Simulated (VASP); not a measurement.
# Ge (P6_3/mmc) in VASP: a series of runs

The runs below take Ge through single point, with PBEsol.

Everything below comes from runs of VASP 6.6.1. Logs are shortened: lines on timing, memory, paths and dates and some standing lists are left out, and cuts for length are marked.

## Step 1: The cell of the first run

It takes space group P6_3/mmc (No. 194, hexagonal). The conventional cell has a = 2.206 Å, b = 2.206 Å, c = 3.615 Å, α = 90.00°, β = 90.00°, γ = 120.00°. Ge (site symmetry -6m2) has 12 Ge at 2.21 Å within 2.9 Å.

## Step 2: Single point, PBEsol

File INCAR:

```
SYSTEM = Ge
ALGO = Normal ; EDIFF = 1E-6
ENCUT = 520 ; GGA = PS
ISIF = 2 ; ISMEAR = -1
LASPH = .True. ; LCHARG = .False.
LREAL = .False. ; LWAVE = .False.
NBANDS = 21 ; NELM = 60
PREC = Accurate ; SIGMA = 0.1
```

File KPOINTS:

```
k-points
0
Gamma
  20 20 11
  0 0 0
```

File POSCAR:

```
Ge
1.0
    2.2060869133      0.0000000000      0.0000000000
   -1.1030434566      1.9105273098      0.0000000000
    0.0000000000      0.0000000000      3.6153227878
Ge
2
Direct
    0.3333333333      0.6666666667      0.2500000000
    0.6666666667      0.3333333333      0.7500000000
```

Potentials or basis: VASP PAW PBE potentials, release 64 (Ge_d).

Started as:

```
$ cat potpaw_PBE.64/Ge_d/POTCAR > POTCAR
$ mpirun -np 1 vasp_std > vasp.out
```

OUTCAR:

```text
SYSTEM = Ge
   EDIFF = 1E-6
   ENCUT = 520
   GGA = PS
   ISIF = 2
   ISMEAR = -1
   LASPH = .True.
   LREAL = .False.
   NELM = 60
   PREC = Accurate

 ion  position               nearest neighbor table
   1  0.333  0.667  0.250-   2 2.21   2 2.21   2 2.21   2 2.21   2 2.21   2 2.21
   2  0.667  0.333  0.750-   1 2.21   1 2.21   1 2.21   1 2.21   1 2.21   1 2.21

  LATTYP: Found a hexagonal cell.
 ALAT       =     2.2060869133
 C/A-ratio  =     1.6387943585

  Lattice vectors:

 A1 = (   2.2060869133,   0.0000000000,   0.0000000000)
 A2 = (  -1.1030434566,   1.9105273098,   0.0000000000)
 A3 = (   0.0000000000,   0.0000000000,   3.6153227878)

Analysis of symmetry for initial positions (statically):
=====================================================================
 Subroutine PRICEL returns:
 Original cell was already a primitive cell.

 Routine SETGRP: Setting up the symmetry group for a
 hexagonal supercell.

 Subroutine GETGRP returns: Found 24 space group operations
 (whereof 12 operations were pure point group operations)
 out of a pool of 24 trial point group operations.

The static configuration has the point symmetry D_3d.
 The point group associated with its full space group is D_6h.

Analysis of symmetry for dynamics (positions and initial velocities):
=====================================================================
 Subroutine PRICEL returns:
 Original cell was already a primitive cell.

 Routine SETGRP: Setting up the symmetry group for a
 hexagonal supercell.

 Subroutine GETGRP returns: Found 24 space group operations
 (whereof 12 operations were pure point group operations)
 out of a pool of 24 trial point group operations.

The dynamic configuration has the point symmetry D_3d.
 The point group associated with its full space group is D_6h.

 Subroutine INISYM returns: Found 24 space group operations
 (whereof 12 operations are pure point group operations),
 and found     1 'primitive' translations

----------------------------------------------------------------------------------------

                                     Primitive cell

  volume of cell :      15.2378

  direct lattice vectors                    reciprocal lattice vectors
     2.206086913  0.000000000  0.000000000     0.453291298  0.261707853  0.000000000
    -1.103043457  1.910527310  0.000000000     0.000000000  0.523415706  0.000000000
     0.000000000  0.000000000  3.615322788     0.000000000  0.000000000  0.276600475

  length of vectors
     2.206086913  2.206086913  3.615322788     0.523415706  0.523415706  0.276600475

  position of ions in fractional coordinates (direct lattice)
     0.333333333  0.666666667  0.250000000
     0.666666667  0.333333333  0.750000000

  ion indices of the primitive-cell ions
   primitive index   ion index
                 1           1
                 2           2

----------------------------------------------------------------------------------------

 KPOINTS: k-points

Automatic generation of k-mesh.
 Grid dimensions read from file:
 generate k-points for:   20   20   11

 Generating k-lattice:

  Cartesian coordinates                     Fractional coordinates (reciprocal lattice)
     0.022664565  0.013085393  0.000000000     0.050000000  0.000000000  0.000000000
     0.000000000  0.026170785  0.000000000     0.000000000  0.050000000  0.000000000
     0.000000000  0.000000000  0.025145498     0.000000000  0.000000000  0.090909091

  Length of vectors
     0.026170785  0.026170785  0.025145498

  Shift w.r.t. Gamma in fractional coordinates (k-lattice)
     0.000000000  0.000000000  0.000000000

 Subroutine IBZKPT returns following result:
 ===========================================

 Found    264 irreducible k-points:

 Following reciprocal coordinates:
            Coordinates               Weight
  0.000000  0.000000  0.000000      1.000000
  0.050000 -0.000000  0.000000      6.000000
  0.100000 -0.000000  0.000000      6.000000
  0.150000 -0.000000  0.000000      6.000000
  0.200000 -0.000000  0.000000      6.000000
  0.250000 -0.000000  0.000000      6.000000
[... 16 lines left out ...]
  0.200000  0.100000  0.000000     12.000000
  0.250000  0.100000  0.000000     12.000000
 [... further k-points ...]
   k-points           NKPTS =    264   k-points in BZ     NKDIM =    264   number of bands    NBANDS=     21
   number of dos      NEDOS =    301   number of ions     NIONS =      2
   total plane-waves  NPLWV =   7168
   dimension x,y,z NGX =    16 NGY =   16 NGZ =   28
   dimension x,y,z NGXF=    32 NGYF=   32 NGZF=   56
   ions per type =               2
   NGX,Y,Z   is equivalent  to a cutoff of  12.06, 12.06, 12.88 a.u.
   NGXF,Y,Z  is equivalent  to a cutoff of  24.11, 24.11, 25.75 a.u.
 SYSTEM =  Ge
   PREC   = accura    normal or accurate (medium, high low for compatibility)
   ISTART =      0    job   : 0-new  1-cont  2-samecut
   ICHARG =      2    charge: 1-file 2-atom 10-const
   ISPIN  =      1    spin polarized calculation?
   LNONCOLLINEAR =      F non collinear calculations
   LSORBIT =      F    spin-orbit coupling
   LASPH  =      T    aspherical Exc in radial PAW
   ENCUT  =  520.0 eV  38.22 Ry    6.18 a.u.   4.10  4.10  6.72*2*pi/ulx,y,z
   NELM   =     60;   NELMIN=  2; NELMDL= -5     # of ELM steps
   EDIFF  = 0.1E-05   stopping-criterion for ELM
   LREAL  =      F    real-space projection
   EDIFFG = 0.1E-04   stopping-criterion for IOM
   NSW    =      0    number of steps for IOM
   IBRION =     -1    ionic relax: 0-MD 1-quasi-New 2-CG
   NFREE  =      0    steps in history (QN), initial steepest desc. (CG)
   ISIF   =      2    stress and relaxation
   ISYM   =      2    0-nonsym 1-usesym 2-fastsym
   POTIM  = 0.5000    time-step for ionic-motion
   TEBEG  =    0.0;   TEEND  =   0.0 temperature during run
   PSTRESS=    0.0 pullay stress
   NELECT =      28.0000    total number of electrons
   NUPDOWN=      -1.0000    fix difference up-down
   EMIN   =  10.00;   EMAX   =-10.00  energy-range for DOS
   EFERMI =   0.00;   METHOD = LEGACY
   ISMEAR =    -1;   SIGMA  =   0.10  broadening in eV -4-tet -1-fermi 0-gaus
   EFERMI_NEDOS =   21; number of points for ismear=-14 and -15
   IALGO  =     38    algorithm
   IMIX   =      4    mixing-type and parameters
     AMIX     =   0.40;   BMIX     =  1.00
     AMIX_MAG =   1.60;   BMIX_MAG =  1.00
  volume/ion in A,a.u.               =       7.62        51.41
  Fermi-wavevector in a.u.,A,eV,Ry     =   2.005179  3.789239 54.705538  4.020744
  Thomas-Fermi vector in A             =   3.019468
   LORBIT       =      0    0 simple, 1 ext, 2 COOP (PROOUT), +10 PAW based schemes
   GGA     = PS    functional components
   LHFCALC =     F    Hartree Fock is set to
   AEXX    =    0.0000 exact exchange contribution
   IVDW    =     0    specifies the selected vdW correction
   LEPSILON=     F    determine dielectric tensor
   LRPA    =     F    only Hartree local field effects (RPA)
 non-spin polarized calculation
  energy-cutoff  :      520.00
  volume of cell :       15.24
 maximum number of plane-waves:       428
   NGX =  9   NGY =  9   NGZ = 13

 number of electron      28.0000024 magnetization

 Free energy of the ion-electron system (eV)
  ---------------------------------------------------
  ext. energy  EPLUGINS =         0.00000000
  ---------------------------------------------------
  free energy    TOTEN  =         4.73243546 eV

  energy without entropy =        4.74764371  energy(sigma->0) =        4.74003959

 E-fermi :  22.2213     XC(G=0): -16.9490

 val. band max:       22.1950673582   @ k =   0.2000   0.2000   0.4545
 cond. band min:      22.2249520105   @ k =   0.2000   0.1000   0.0909
 fundamental gap:      0.0298846523
 Fermi energy:        22.2213335345

 k-point     1 :       0.0000    0.0000    0.0000
  band No.  band energies     occupation
      1      -5.7538      2.00000
      2      -5.1093      2.00000
      3      -5.0294      2.00000
      4      -5.0294      2.00000
      5      -4.9048      2.00000
      6      -4.9048      2.00000
[... 13 lines left out ...]
     20      41.1561      0.00000
     21      45.4932      0.00000

 k-point     2 :       0.0500   -0.0000    0.0000
  band No.  band energies     occupation
      1      -5.7319      2.00000
      2      -5.1301      2.00000
      3      -5.0068      2.00000
      4      -5.0053      2.00000
      5      -4.9100      2.00000
      6      -4.8829      2.00000
[... 13 lines left out ...]
     20      42.4676      0.00000
     21      45.2370      0.00000

 k-point     3 :       0.1000   -0.0000    0.0000
  band No.  band energies     occupation
      1      -5.6752      2.00000
      2      -5.1734      2.00000
      3      -4.9648      2.00000
      4      -4.9352      2.00000
      5      -4.9173      2.00000
      6      -4.8191      2.00000
[... 13 lines left out ...]
     20      43.2013      0.00000
     21      43.4730      0.00000

 k-point     4 :       0.1500   -0.0000    0.0000
  band No.  band energies     occupation
      1      -5.6168      2.00000
      2      -5.2101      2.00000
      3      -4.9833      2.00000
      4      -4.8572      2.00000
      5      -4.8450      2.00000
      6      -4.8250      2.00000
[... 13 lines left out ...]
     20      43.8176      0.00000
     21      44.1240      0.00000

 k-point     5 :       0.2000   -0.0000    0.0000
  band No.  band energies     occupation
      1      -5.6113      2.00000
      2      -5.2161      2.00000
      3      -5.0119      2.00000
      4      -4.9783      2.00000
      5      -4.8347      2.00000
      6      -4.7608      2.00000
[... 13 lines left out ...]
     20      42.8804      0.00000
     21      43.9005      0.00000
[... 382 lines left out ...]
     20      40.8068      0.00000
     21      42.8560      0.00000

 k-point    22 :       0.1500    0.1000    0.0000
  band No.  band energies     occupation
      1      -5.5325      2.00000
      2      -5.3049      2.00000
      3      -5.0008      2.00000
      4      -4.9426      2.00000
      5      -4.9023      2.00000
      6      -4.7813      2.00000
[... 13 lines left out ...]
     20      39.7100      0.00000
     21      43.7921      0.00000

 k-point    23 :       0.2000    0.1000    0.0000
  band No.  band energies     occupation
      1      -5.5773      2.00000
      2      -5.2935      2.00000
      3      -5.1620      2.00000
      4      -4.9554      2.00000
      5      -4.9415      2.00000
      6      -4.6796      2.00000
[... 13 lines left out ...]
     20      38.9157      0.00000
     21      44.7293      0.00000

 k-point    24 :       0.2500    0.1000    0.0000
  band No.  band energies     occupation
      1      -5.6623      2.00000
      2      -5.3243      2.00000
      3      -5.2958      2.00000
      4      -5.0007      2.00000
      5      -4.8949      2.00000
      6      -4.6207      2.00000
[... 13 lines left out ...]
     20      38.2331      0.00000
     21      45.7618      0.00000

 [... further k-points ...]
[... 5 lines left out ...]
  --------------------------------------------------------------------------------------
  -------------------------------------------------------------------------------------
  Total       45.0493185     45.0493185     45.0158831      0.0000000      0.0000000      0.0000000
  in kB     4736.6997981   4736.6997977   4733.1842422      0.0000001      0.0000000      0.0000000
  external PRESSURE =    4735.5279460 kB  Pullay stress =       0.0000000 kB

 VOLUME and BASIS-vectors are now :
 -----------------------------------------------------------------------------
  energy-cutoff  :      520.00
  volume of cell :       15.24
      direct lattice vectors                 reciprocal lattice vectors
     2.206086913  0.000000000  0.000000000     0.453291298  0.261707853  0.000000000
    -1.103043457  1.910527310  0.000000000     0.000000000  0.523415706  0.000000000
     0.000000000  0.000000000  3.615322788     0.000000000  0.000000000  0.276600475

 POSITION                                       TOTAL-FORCE (eV/Angst)
 -----------------------------------------------------------------------------------
     -0.00000      1.27368      0.90383         0.000000      0.000000     -0.000000
      1.10304      0.63684      2.71149        -0.000000     -0.000000      0.000000
 -----------------------------------------------------------------------------------
    total drift:                               -0.000000      0.000000     -0.000000

  FREE ENERGIE OF THE ION-ELECTRON SYSTEM (eV)
  ---------------------------------------------------
  free  energy   TOTEN  =         4.7324354620 eV

  energy  without entropy=        4.7476437136  energy(sigma->0) =        4.74003959
```

Wall time 38 s (1 thread of Intel Xeon 6975P-C, shared host); peak memory 0.17 GiB.

Results:

```yaml
Free_energy: 4.7324 eV
Pressure: 473.6 GPa
Band_gap_on_the_k_mesh: zero (band 14 reaches 37.34 eV, above the bottom of band 15 at 17.11 eV)
```

Caveat: the PAW data sets were made with another functional, which shifts forces and pressure a little.

## Step 3: Single point, PBEsol

File INCAR:

```
SYSTEM = Ge
PREC     = Accurate       ! precision mode
ENCUT    = 520            ! plane-wave cutoff, eV
EDIFF    = 1E-6           ! SCF threshold, eV
ISMEAR   = -1             ! smearing method
SIGMA    = 0.1            ! smearing width, eV
LREAL    = .False.        ! projectors in reciprocal space
LASPH    = .True.         ! aspherical terms in the spheres
NELM     = 60             ! most SCF steps
ALGO     = Normal         ! electronic algorithm
ISIF     = 2              ! what is computed and relaxed
LWAVE    = .False.        ! write WAVECAR
LCHARG   = .True.         ! write CHGCAR
GGA      = PS             ! functional
LELF     = .True.         ! ELF
LVHAR    = .True.       
NBANDS   = 21             ! bands
```

File KPOINTS:

```
regular mesh
0
Gamma
  20 20 11
  0 0 0
```

File POSCAR:

```
Ge
1.0
    2.2057605854      0.0000000000      0.0000000000
   -1.1028802927      1.9102447017      0.0000000000
    0.0000000000      0.0000000000      3.6152026132
Ge
2
Direct
    0.3333333333      0.6666666667      0.2500000000
    0.6666666667      0.3333333333      0.7500000000
```

Potentials or basis: VASP PAW PBE potentials, release 64 (Ge_d).

Started as:

```
$ cat potpaw_PBE.64/Ge_d/POTCAR > POTCAR
$ mpirun -np 1 vasp_std > vasp.out
```

Wall time 34 s (1 thread of Intel Xeon 6975P-C, shared host); peak memory 0.18 GiB.

Results (log left out):

| Quantity | Value |
| --- | --- |
| Free energy | 4.7473 eV |
| Pressure | 474.1 GPa |
| Band gap on the k mesh | zero (band 14 reaches 37.36 eV, above the bottom of band 15 at 17.12 eV) |

Stress tensor (GPa, compression positive):
```
474.25   0.00   0.00
  0.00 474.25   0.00
  0.00   0.00 473.77
```

Levels at points of the mesh, in eV from the Fermi level:
```
           k point  band 10  band 11  band 12  band 13  band 14  band 15  band 16  band 17  band 18  band 19
(0.00, 0.00, 0.00)   -26.30   -25.35   -14.19   -11.01    15.02    15.02    16.01    17.34    17.34    18.87
(0.50, 0.00, 0.00)   -26.16   -14.58   -13.60    -3.82    -2.93    -0.57     0.08     4.16    11.10    15.58
```

Caveat: the PAW data sets were made with another functional, which shifts forces and pressure a little.
